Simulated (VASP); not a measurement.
Set up this calculation in VASP 6.6.1, as the native input.

| Item | Value |
| --- | --- |
| Task | single point |
| Functional | r2SCAN |
| Potentials or basis | VASP PAW PBE potentials, release 64 (Li_sv) |
| Cutoff | 830 eV |
| k mesh | 14 × 14 × 14 |
| Occupations | fermi-dirac, width 0.1 eV |
| Spin | no spin polarisation |
| Dipole correction | no |
| Further INCAR settings | ALGO = Normal; EDIFF = 1e-06; NBANDS = 8 |

The system is Li.

```xyz
1
Lattice="0.0000 2.2178 2.2178 2.2178 0.0000 2.2178 2.2178 2.2178 0.0000" Properties=species:S:1:pos:R:3 pbc="T T T"
Li    0.0000    0.0000    0.0000
```

This isn't the form of Li at room conditions, which is bcc.

One way to write it, as run:

POSCAR

```
Li
1.0
    0.0000000000      2.2177943291      2.2177943291
    2.2177943291      0.0000000000      2.2177943291
    2.2177943291      2.2177943291      0.0000000000
Li
1
Direct
    0.0000000000      0.0000000000      0.0000000000
```

INCAR.step1

```
PREC = Accurate ; ENCUT = 830
ISMEAR = -1 ; SIGMA = 0.1
LREAL = F ; LASPH = T
NELM = 120 ; NBANDS = 8
GGA = PE ; ALGO = Normal
EDIFF = 1E-5 ; LWAVE = T
LCHARG = F ; GGA_COMPAT = F
```

INCAR.step2

```
PREC = Accurate ; ENCUT = 830
EDIFF = 1E-6 ; ISMEAR = -1
SIGMA = 0.1 ; LREAL = F
LASPH = T ; NELM = 120
ALGO = Normal ; ISIF = 2
LWAVE = F ; LCHARG = F
METAGGA = R2SCAN ; LMIXTAU = T
NBANDS = 8 ; ISTART = 1
GGA_COMPAT = F
```

KPOINTS

```
regular mesh
0
Gamma
  14 14 14
```

Potentials or basis: VASP PAW PBE potentials, release 64 (Li_sv).

Command:

```sh
$ cat potpaw_PBE.64/Li_sv/POTCAR > POTCAR
$ cp INCAR.step1 INCAR
$ mpirun -np 1 vasp_std > vasp.out
$ cp INCAR.step2 INCAR
$ mpirun -np 1 vasp_std > vasp.out
```

Results of the run:

The pressure is -0.7 GPa and the band gap on the k mesh is zero (an odd number of electrons rules out a gap without spin polarisation).

Caveat: the PAW data sets were made with another functional, which shifts forces and pressure a little.

Run time: 2.6 min on 1 thread of Intel(R) Xeon(R) Platinum 8124M CPU @ 3.00GHz (Skylake/Cascade Lake) (shared host), peak memory 0.18 GiB.
